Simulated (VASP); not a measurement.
# LiH (P1) in VASP: a series of runs

The runs below take LiH through single point, with PBE.

All numbers are computed with VASP 6.6.1; they aren't measurements. Logs are shortened: lines on timing, memory, paths and dates and some standing lists are left out, and cuts for length are marked.

**1. The cell of the first run**

The typed cell holds 24 atoms: a = 5.653 Å, b = 5.653 Å, c = 8.479 Å, α = 60.00°, β = 60.00°, γ = 60.00°.

**2. Single point, PBE**

The input, INCAR:

```
PREC = Accurate
ENCUT = 520
EDIFF = 1E-6
ISMEAR = -1
SIGMA = 0.069
LREAL = Auto
LASPH = True
NELM = 60
ALGO = Normal
ISIF = 2
LWAVE = False
LCHARG = False
GGA = PE
NBANDS = 42
```

The input, KPOINTS:

```
regular mesh
0
Gamma
  4 4 2
```

The input, POSCAR:

```
LiH
1.0
    0.0000000000      3.9969453814      3.9969453814
    3.9969453814      0.0000000000      3.9969453814
    5.9954180722      5.9954180722      0.0000000000
Li H
12 12
Direct
   -0.0004823684      0.0015219122     -0.0058839933
    0.0043490712     -0.0283609079      0.3280535196
   -0.0123865841      0.0059536715      0.6857425872
    0.0035216894      0.5108888927      0.0145529468
   -0.0108466581      0.5155813511      0.3406031865
   -0.0265117458      0.4849510852      0.6990948670
    0.4829531844      0.0255343744     -0.0167195179
    0.5455163361     -0.0123789532      0.3357293813
    0.4992792769      0.0018429073      0.6535505869
    0.5026803742      0.4913947559     -0.0034446305
    0.4886575406      0.5217250428      0.3110714678
    0.5156958135      0.4813298198      0.6571374928
    0.2716197987      0.1810356237      0.1802597395
    0.2507700017      0.2300156525      0.4987535421
    0.2482958623      0.3017839587      0.8343549924
    0.2522197338      0.7213797600      0.1477470777
    0.2157951680      0.7391983673      0.4981860254
    0.2583691798      0.7738418229      0.8240180152
    0.8424736089      0.2032724800      0.1423078407
    0.7035248750      0.2715469931      0.5064363258
    0.7828370672      0.2588626817      0.8469888069
    0.7514548520      0.7993699426      0.1681282252
    0.7468253166      0.7481901089      0.4920173980
    0.7279615362      0.7716118700      0.8643266304
```

Potentials or basis: VASP PAW PBE potentials, release 64 (Li_sv, H).

On the command line:

```sh
> cat potpaw_PBE.64/Li_sv/POTCAR potpaw_PBE.64/H/POTCAR > POTCAR
> mpirun -np 1 vasp_std > vasp.out
```

OUTCAR:

```text
PREC = Accurate
   ENCUT = 520
   EDIFF = 1E-6
   ISMEAR = -1
   LREAL = Auto
   LASPH = True
   NELM = 60
   ISIF = 2
   GGA = PE

 ion  position               nearest neighbor table
   1  1.000  0.002  0.994-  19 1.72
   2  0.004  0.972  0.328-   8 2.52   5 2.57
   3  0.988  0.006  0.686-
   4  0.004  0.511  0.015-
   5  0.989  0.516  0.341-   2 2.57   8 2.59
   6  0.973  0.485  0.699-  21 1.67  10 2.59
   7  0.483  0.026  0.983-
   8  0.546  0.988  0.336-   2 2.52   5 2.59
   9  0.499  0.002  0.654-
  10  0.503  0.491  0.997-   6 2.59
  11  0.489  0.522  0.311-
  12  0.516  0.481  0.657-
  13  0.272  0.181  0.180-
  14  0.251  0.230  0.499-
  15  0.248  0.302  0.834-
  16  0.252  0.721  0.148-
  17  0.216  0.739  0.498-
  18  0.258  0.774  0.824-
  19  0.842  0.203  0.142-   1 1.72
  20  0.704  0.272  0.506-
  21  0.783  0.259  0.847-   6 1.67
  22  0.751  0.799  0.168-
  23  0.747  0.748  0.492-
  24  0.728  0.772  0.864-

  LATTYP: Found a face centered orthorhombic cell.
 ALAT       =     5.6525343664
 B/A-ratio  =     1.7320508076
 C/A-ratio  =     2.4494897428

  Lattice vectors:

 A1 = (   5.9954180722,   5.9954180722,   0.0000000000)
 A2 = (   1.9984726908,   5.9954180722,  -3.9969453814)
 A3 = (   0.0000000000,   3.9969453814,   3.9969453814)

Analysis of symmetry for initial positions (statically):
=====================================================================
 Subroutine PRICEL returns:
 Original cell was already a primitive cell.

 Routine SETGRP: Setting up the symmetry group for a
 face centered orthorhombic supercell.

 Subroutine GETGRP returns: Found  1 space group operations
 (whereof  1 operations were pure point group operations)
 out of a pool of  8 trial point group operations.

The static configuration has the point symmetry C_1 .

Analysis of symmetry for dynamics (positions and initial velocities):
=====================================================================
 Subroutine PRICEL returns:
 Original cell was already a primitive cell.

[... 163 lines left out ...]
   LNONCOLLINEAR =      F non collinear calculations
   LSORBIT =      F    spin-orbit coupling
   LASPH  =      T    aspherical Exc in radial PAW
   ENCUT  =  520.0 eV  38.22 Ry    6.18 a.u.  10.51 10.51 15.76*2*pi/ulx,y,z
   NELM   =     60;   NELMIN=  2; NELMDL= -5     # of ELM steps
   EDIFF  = 0.1E-05   stopping-criterion for ELM
   LREAL  =      T    real-space projection
   EDIFFG = 0.1E-04   stopping-criterion for IOM
   NSW    =      0    number of steps for IOM
   IBRION =     -1    ionic relax: 0-MD 1-quasi-New 2-CG
   NFREE  =      0    steps in history (QN), initial steepest desc. (CG)
   ISIF   =      2    stress and relaxation
   ISYM   =      2    0-nonsym 1-usesym 2-fastsym
   POTIM  = 0.5000    time-step for ionic-motion
   TEBEG  =    0.0;   TEEND  =   0.0 temperature during run
   PSTRESS=    0.0 pullay stress
   NELECT =      48.0000    total number of electrons
   NUPDOWN=      -1.0000    fix difference up-down
   EMIN   =  10.00;   EMAX   =-10.00  energy-range for DOS
   EFERMI =   0.00;   METHOD = LEGACY
   ISMEAR =    -1;   SIGMA  =   0.07  broadening in eV -4-tet -1-fermi 0-gaus
   EFERMI_NEDOS =   21; number of points for ismear=-14 and -15
   IALGO  =     38    algorithm
   IMIX   =      4    mixing-type and parameters
     AMIX     =   0.40;   BMIX     =  1.00
     AMIX_MAG =   1.60;   BMIX_MAG =  1.00
  volume/ion in A,a.u.               =       7.98        53.86
  Fermi-wavevector in a.u.,A,eV,Ry     =   1.032096  1.950378 14.493217  1.065221
  Thomas-Fermi vector in A             =   2.166276
   LORBIT       =      0    0 simple, 1 ext, 2 COOP (PROOUT), +10 PAW based schemes
   GGA     = PE    functional components
   LHFCALC =     F    Hartree Fock is set to
   AEXX    =    0.0000 exact exchange contribution
   IVDW    =     0    specifies the selected vdW correction
   LEPSILON=     F    determine dielectric tensor
   LRPA    =     F    only Hartree local field effects (RPA)
 non-spin polarized calculation
  energy-cutoff  :      520.00
  volume of cell :      191.56
 maximum number of plane-waves:      5186
   NGX = 21   NGY = 21   NGZ = 31

 number of electron      47.9999994 magnetization

 Free energy of the ion-electron system (eV)
  ---------------------------------------------------
  ext. energy  EPLUGINS =         0.00000000
  ---------------------------------------------------
  free energy    TOTEN  =       -72.00646915 eV

  energy without entropy =      -72.00646915  energy(sigma->0) =      -72.00646915

 E-fermi :   1.6777     XC(G=0):  -8.5152

 val. band max:        0.2291276016   @ k =   0.2500   0.2500   0.5000
 cond. band min:       3.0676515705   @ k =   0.0000   0.0000   0.0000
 fundamental gap:      2.8385239689
 Fermi energy:         1.6777190951

 k-point     1 :       0.0000    0.0000    0.0000
  band No.  band energies     occupation
      1     -44.4292      2.00000
      2     -44.2900      2.00000
      3     -44.2793      2.00000
      4     -44.2262      2.00000
      5     -44.1954      2.00000
      6     -44.1865      2.00000
[... 769 lines left out ...]
     35       7.5952      0.00000
     36       7.9772      0.00000
 [bands above 36 left out]

------------------------ aborting loop because EDIFF is reached ----------------------------------------

  FORCE on cell =-STRESS in cart. coord.  units (eV):
  Direction    XX          YY          ZZ          XY          YZ          ZX
  --------------------------------------------------------------------------------------
  -------------------------------------------------------------------------------------
  Total        2.6031052      1.8550021      1.8181740      0.0050542      0.1192566     -0.3179598
  in kB       21.7719042     15.5149039     15.2068804      0.0422723      0.9974412     -2.6593584
  external PRESSURE =      17.4978962 kB  Pullay stress =       0.0000000 kB

 VOLUME and BASIS-vectors are now :
 -----------------------------------------------------------------------------
  energy-cutoff  :      520.00
  volume of cell :      191.56
      direct lattice vectors                 reciprocal lattice vectors
     0.000000000  3.996945381  3.996945381    -0.125095530  0.125095530  0.125095530
     3.996945381  0.000000000  3.996945381     0.125095530 -0.125095530  0.125095530
     5.995418072  5.995418072  0.000000000     0.083397020  0.083397020 -0.083397020

 POSITION                                       TOTAL-FORCE (eV/Angst)
 -----------------------------------------------------------------------------------
      5.96622      9.95516      4.00110        -0.086626      0.372432      0.088421
      5.85041      1.98420      3.90097         0.280943      0.334363      0.453748
      4.13511      8.05875      3.97123        -0.538899     -0.142955      0.041597
      2.12925      0.10133      2.05607        -0.249541     -0.050704     -0.092161
      4.10281      5.99565      6.01434        -0.537534      0.109328     -0.274113
      6.12969      8.08235      5.82930        -0.129192     -0.061271      1.133021
[... 16 lines left out ...]
      5.94032      5.93487      5.97550         0.225904      0.384747     -0.107878
      8.26609      8.09162      5.99371        -0.651460     -0.128649      0.039352
 -----------------------------------------------------------------------------------
    total drift:                               -0.001886     -0.007528      0.000868

  FREE ENERGIE OF THE ION-ELECTRON SYSTEM (eV)
  ---------------------------------------------------
  free  energy   TOTEN  =       -72.0064691481 eV

  energy  without entropy=      -72.0064691473  energy(sigma->0) =      -72.00646915
```

stdout:

```text
POSCAR found type information on POSCAR LiH
 POSCAR found :  2 types and      24 ions
 scaLAPACK will be used
 LDA part: xc-table for (Slater+PW92), standard interpolation
 -----------------------------------------------------------------------------
|                                                                             |
|           W    W    AA    RRRRR   N    N  II  N    N   GGGG   !!!           |
|           W    W   A  A   R    R  NN   N  II  NN   N  G    G  !!!           |
|           W    W  A    A  R    R  N N  N  II  N N  N  G       !!!           |
|           W WW W  AAAAAA  RRRRR   N  N N  II  N  N N  G  GGG   !            |
|           WW  WW  A    A  R   R   N   NN  II  N   NN  G    G                |
|           W    W  A    A  R    R  N    N  II  N    N   GGGG   !!!           |
|                                                                             |
|     Your reciprocal lattice and k-lattice belong to different lattice       |
|     classes:                                                                |
|                                                                             |
|        The reciprocal lattice is body-centered orthorhombic,                |
|        whereas your k-lattice is base-centered monoclinic.                  |
|                                                                             |
|     Results are often still useful ...                                      |
|                                                                             |
 -----------------------------------------------------------------------------

 POSCAR, INCAR and KPOINTS ok, starting setup
 FFT: planning ... GRIDC
 FFT: planning ... GRID_SOFT
 FFT: planning ... GRID
 WAVECAR not read
 entering main loop
```

It took 3.1 min on 1 thread of AMD EPYC 9R45 (Zen 5), shared host; peak memory 0.31 GiB.

Results:

```
Free energy            : -72.0065 eV
Largest force          : 1.159 eV/Å
Band gap on the k mesh : 2.84 eV, indirect (least direct gap 2.85 eV)
```

Forces in eV/Å, atoms in the order of the input:
```
Li  -0.087  0.372  0.088
Li   0.281  0.334  0.454
Li  -0.539 -0.143  0.042
Li  -0.250 -0.051 -0.092
Li  -0.538  0.109 -0.274
Li  -0.129 -0.061  1.133
Li   0.317  0.353 -0.173
Li   0.116 -0.965 -0.373
Li   0.193  0.059  0.078
Li   0.146  0.055  0.011
Li   0.277  0.404 -0.071
Li   0.541 -0.447  0.017
H    0.451 -0.323  0.522
H    0.147 -0.041  0.130
H   -0.364  0.007 -0.274
H    0.340  0.370  0.124
H    0.074  0.332  0.136
H   -0.063  0.140 -0.185
H    1.013 -0.481 -0.293
H   -0.457  0.254  0.219
H   -0.295 -0.651 -0.626
H   -0.751  0.117 -0.523
H    0.226  0.385 -0.108
H   -0.651 -0.129  0.039
```

Caveat: the k points lie up to 0.45 Å⁻¹ apart; the cutoff is under 1.25 times the usual one of these potentials, so pressure, stress and relaxed cells hold a basis-set (Pulay) error; forces of over 1 eV/Å act on the atoms, so gaps and moduli don't describe the material at rest. A k mesh can miss the band edges.

**3. Single point, PBE**

The input, INCAR:

```
PREC = Accurate
ENCUT = 520
EDIFF = 1E-7
ISMEAR = -1
SIGMA = 0.069
LREAL = Auto
LASPH = T
NELM = 80
ALGO = Normal
ISIF = 2
LWAVE = F
LCHARG = F
GGA = PE
NBANDS = 42
```

KPOINTS is that of step 2.

The input, POSCAR:

```
LiH
1.0
    0.0000000000      3.9969453814      3.9969453814
    3.9969453814      0.0000000000      3.9969453814
    5.9954180722      5.9954180722      0.0000000000
Li H
12 12
Direct
    0.0059879477     -0.0013816801     -0.0091622468
    0.0162402770     -0.0490463295      0.3249323861
   -0.0175956870      0.0061456932      0.6964158212
    0.0086553597      0.5167698837      0.0264908966
   -0.0153395891      0.5152328350      0.3466176128
   -0.0356098186      0.4854485901      0.7181983722
    0.4659115455      0.0459130617     -0.0249765735
    0.5680615528     -0.0144277678      0.3333575701
    0.4979415053      0.0069455540      0.6426719461
    0.5037709570      0.4846741236     -0.0045451376
    0.4801175190      0.5384247956      0.2973720062
    0.5167740119      0.4774259636      0.6481423736
    0.2695522198      0.2385950792      0.1655194831
    0.2473009775      0.2392693441      0.4971787562
    0.2500395689      0.2834986200      0.8312418650
    0.2602613748      0.7166779194      0.1631264890
    0.2259965833      0.7201814699      0.5104351295
    0.2635699014      0.7604325829      0.8334330383
    0.7621112398      0.2616513112      0.1686858177
    0.7466862104      0.2463098457      0.4900772498
    0.7312070146      0.2457765634      0.8376197355
    0.7776157048      0.7268059037      0.1673558854
    0.7486398273      0.7260405693      0.5219895364
    0.7520287903      0.7512827205      0.8442148553
```

Potentials or basis: VASP PAW PBE potentials, release 64 (Li_sv, H).

On the command line:

```sh
> cat potpaw_PBE.64/Li_sv/POTCAR potpaw_PBE.64/H/POTCAR > POTCAR
> mpirun -np 1 vasp_std > vasp.out
```

OUTCAR:

```text
PREC = Accurate
   ENCUT = 520
   EDIFF = 1E-7
   ISMEAR = -1
   LREAL = Auto
   LASPH = T
   NELM = 80
   ISIF = 2
   GGA = PE

 ion  position               nearest neighbor table
   1  0.006  0.999  0.991-   3 2.54   6 2.55   4 2.58
   2  0.016  0.951  0.325-   8 2.41   5 2.47  11 2.49
   3  0.982  0.006  0.696-   1 2.54
   4  0.009  0.517  0.026-  22 1.69   1 2.58  10 2.60
   5  0.985  0.515  0.347-   2 2.47   8 2.52
   6  0.964  0.485  0.718-  10 2.49   1 2.55
   7  0.466  0.046  0.975-  15 1.73
   8  0.568  0.986  0.333-   2 2.41   9 2.51   5 2.52
   9  0.498  0.007  0.643-   8 2.51
  10  0.504  0.485  0.995-   6 2.49   4 2.60
  11  0.480  0.538  0.297-  16 1.69   2 2.49
  12  0.517  0.477  0.648-
  13  0.270  0.239  0.166-
  14  0.247  0.239  0.497-
  15  0.250  0.283  0.831-   7 1.73
  16  0.260  0.717  0.163-  11 1.69
  17  0.226  0.720  0.510-
  18  0.264  0.760  0.833-
  19  0.762  0.262  0.169-
  20  0.747  0.246  0.490-
  21  0.731  0.246  0.838-
  22  0.778  0.727  0.167-   4 1.69
  23  0.749  0.726  0.522-
[... 251 lines left out ...]
 fundamental gap:      2.8276559509
 Fermi energy:         1.6607066769

 k-point     1 :       0.0000    0.0000    0.0000
  band No.  band energies     occupation
      1     -44.5313      2.00000
      2     -44.4026      2.00000
      3     -44.3133      2.00000
      4     -44.2023      2.00000
      5     -44.1767      2.00000
      6     -44.1359      2.00000
[... 769 lines left out ...]
     35       7.5355      0.00000
     36       7.9662      0.00000
 [bands above 36 left out]

------------------------ aborting loop because EDIFF is reached ----------------------------------------

  FORCE on cell =-STRESS in cart. coord.  units (eV):
  Direction    XX          YY          ZZ          XY          YZ          ZX
  --------------------------------------------------------------------------------------
  -------------------------------------------------------------------------------------
  Total        2.3565413      2.3120560      1.1541024     -0.5107467      0.4050092     -0.3517946
  in kB       19.7096879     19.3376206      9.6527046     -4.2717933      3.3874239     -2.9423467
  external PRESSURE =      16.2333377 kB  Pullay stress =       0.0000000 kB

 VOLUME and BASIS-vectors are now :
 -----------------------------------------------------------------------------
  energy-cutoff  :      520.00
  volume of cell :      191.56
      direct lattice vectors                 reciprocal lattice vectors
     0.000000000  3.996945381  3.996945381    -0.125095530  0.125095530  0.125095530
     3.996945381  0.000000000  3.996945381     0.125095530 -0.125095530  0.125095530
     5.995418072  5.995418072  0.000000000     0.083397020  0.083397020 -0.083397020

 POSITION                                       TOTAL-FORCE (eV/Angst)
 -----------------------------------------------------------------------------------
      9.93191      5.96442      4.01536         0.190442      0.242610     -0.043508
      5.74902      2.01302      3.86582         0.931971      0.421430      0.661631
      4.19987      8.10192      3.95118        -0.945831     -0.373378      0.072003
      2.22433      0.19342      2.10010        -0.742171     -0.327341     -0.252111
      4.13748      6.01375      5.99499        -0.775782      0.375312     -0.486959
      6.24621      8.16051      5.79493        -0.418704     -0.356878      0.838210
[... 16 lines left out ...]
      6.03149      6.12182      5.89422        -0.218340     -0.302738      0.171348
      8.06426      8.06724      6.00865         0.127447     -0.076563     -0.126054
 -----------------------------------------------------------------------------------
    total drift:                                0.001949      0.002460      0.000293

  FREE ENERGIE OF THE ION-ELECTRON SYSTEM (eV)
  ---------------------------------------------------
  free  energy   TOTEN  =       -72.0623811806 eV

  energy  without entropy=      -72.0623811800  energy(sigma->0) =      -72.06238118
```

It took 4.1 min on 1 thread of AMD EPYC 9R45 (Zen 5), shared host; peak memory 0.31 GiB.

Results:

- Free energy: -72.0624 eV
- Largest force: 1.288 eV/Å
- Band gap on the k mesh: 2.83 eV, direct

Forces on the atoms (eV/Å):
```
Li   0.190  0.243 -0.044
Li   0.932  0.421  0.662
Li  -0.946 -0.373  0.072
Li  -0.742 -0.327 -0.252
Li  -0.776  0.375 -0.487
Li  -0.419 -0.357  0.838
Li  -0.115  0.703 -0.174
Li   0.212 -1.082 -0.665
Li   0.303  0.304  0.105
Li   0.339  0.050  0.074
Li   0.170  1.184 -0.113
Li   0.336 -0.367 -0.044
H   -0.116 -0.064 -0.045
H    0.020  0.103 -0.014
H   -0.184 -0.140 -0.442
H    0.357 -0.546  0.162
H   -0.063  0.075  0.314
H    0.088 -0.102 -0.160
H   -0.430 -0.040 -0.201
H    0.117  0.182 -0.002
H    0.102  0.231  0.220
H    0.715 -0.092  0.152
H   -0.218 -0.303  0.171
H    0.127 -0.077 -0.126
```

Levels at points of the mesh, in eV from the valence-band top:
```
           k point  band 20  band 21  band 22  band 23  band 24  band 25  band 26  band 27  band 28  band 29
(0.00, 0.00, 0.00)    -1.51    -1.33    -1.08    -0.83     0.00     2.83     4.19     4.27     4.42     4.79
(0.50, 0.00, 0.00)    -1.93    -1.79    -1.53    -0.62    -0.41     4.45     4.86     5.14     5.20     5.54
(0.00, 0.50, 0.00)    -1.99    -1.80    -1.57    -0.65    -0.35     4.53     4.77     5.09     5.22     5.47
(0.50, 0.50, 0.00)    -1.55    -1.33    -1.19    -1.08    -0.77     4.39     4.53     4.65     4.88     5.12
(0.00, 0.00, 0.50)    -2.18    -1.34    -0.83    -0.19    -0.06     2.88     2.89     4.11     4.58     4.68
(0.50, 0.00, 0.50)    -1.79    -1.71    -1.60    -0.58    -0.39     4.47     4.64     4.95     5.23     5.33
(0.00, 0.50, 0.50)    -1.95    -1.65    -1.61    -0.59    -0.45     4.43     4.78     5.01     5.21     5.40
(0.50, 0.50, 0.50)    -2.27    -2.21    -2.13    -0.37    -0.22     4.86     4.92     5.13     5.30     5.74
```

Caveat: the k points lie up to 0.45 Å⁻¹ apart; the cutoff is under 1.25 times the usual one of these potentials, so pressure, stress and relaxed cells hold a basis-set (Pulay) error; forces of over 1 eV/Å act on the atoms, so gaps and moduli don't describe the material at rest.

(Continued in part 2 of 2.)
